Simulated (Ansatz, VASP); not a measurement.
## VN2 in VASP and in Ansatz

The input INCAR:

```
PREC = Accurate
ENCUT = 520
EDIFF = 1E-7
ISMEAR = 0
SIGMA = 0.1
LREAL = F
LASPH = T
NELM = 60
ALGO = Normal
ISIF = 2
LWAVE = F
LCHARG = F
GGA = PS
NBANDS = 32
```

Contents of KPOINTS:

```
Automatic mesh
0
Gamma
  12 12 12
```

File POSCAR:

```
VN2
1.0
   -2.1507500000      2.1507500000      2.4913500000
    2.1507500000     -2.1507500000      2.4913500000
    2.1507500000      2.1507500000     -2.4913500000
V N
2 4
Direct
    0.2500000000      0.2500000000      0.0000000000
    0.7500000000      0.7500000000      0.0000000000
    0.1151000000      0.6151000000      0.7302000000
    0.6151000000      0.8849000000      0.5000000000
    0.8849000000      0.3849000000      0.2698000000
    0.3849000000      0.1151000000      0.5000000000
```

Input for Ansatz:

```yaml
crystal:
  lattice:
    - [-2.15075, 2.15075, 2.49135]
    - [2.15075, -2.15075, 2.49135]
    - [2.15075, 2.15075, -2.49135]
  atoms:
    - { symbol: V, position: [0.25, 0.25, 0.0] }
    - { symbol: V, position: [0.75, 0.75, 0.0] }
    - { symbol: "N", position: [0.1151, 0.6151, 0.7302] }
    - { symbol: "N", position: [0.6151, 0.8849, 0.5] }
    - { symbol: "N", position: [0.8849, 0.3849, 0.2698] }
    - { symbol: "N", position: [0.3849, 0.1151, 0.5] }
basis:
  ecutwfc: 460
kpoints:
  mp_grid: { grid: [12, 12, 12] }
hamiltonian:
  xc: pbesol
scf:
  occupations: { method: gaussian, width: 0.1 }
output:
  forces: true
  stress: true
  eigenvalues: true
```

Alike in both runs: task single point; functional PBEsol; k mesh 12 × 12 × 12; occupations gaussian, width 0.1 eV; no spin polarisation.

|  | VASP | Ansatz |
| --- | --- | --- |
| version | VASP 6.6.1 | Ansatz 0.2.0 |
| potentials or method | VASP PAW PBE potentials, release 64 (V_sv, N), cutoff 520 eV | scalar-relativistic, plane waves, PAW |
| valence electrons in the cell | 46 | 46 |

|  | VASP | Ansatz | Ansatz less VASP |
| --- | --- | --- | --- |
| gap on the k mesh at the Fermi level (eV) | none | none | - |
| pressure (GPa) | -10.9 | -11.6 | -0.77 |
| traceless stress, the component that is largest in VASP (GPa) | -0.50 | -0.24 | +0.260 |
| rms of the force components (eV/Å) | 0.179 | 0.217 | +0.0383 |

VASP's potentials were made for PBE, not for PBEsol. Atom by atom the forces differ by 0.038 eV/Å (rms over components). A gap of «none» marks a metal or a gap that the smearing closes. With one functional, cell and mesh, what is left measures potentials, basis and numerics.
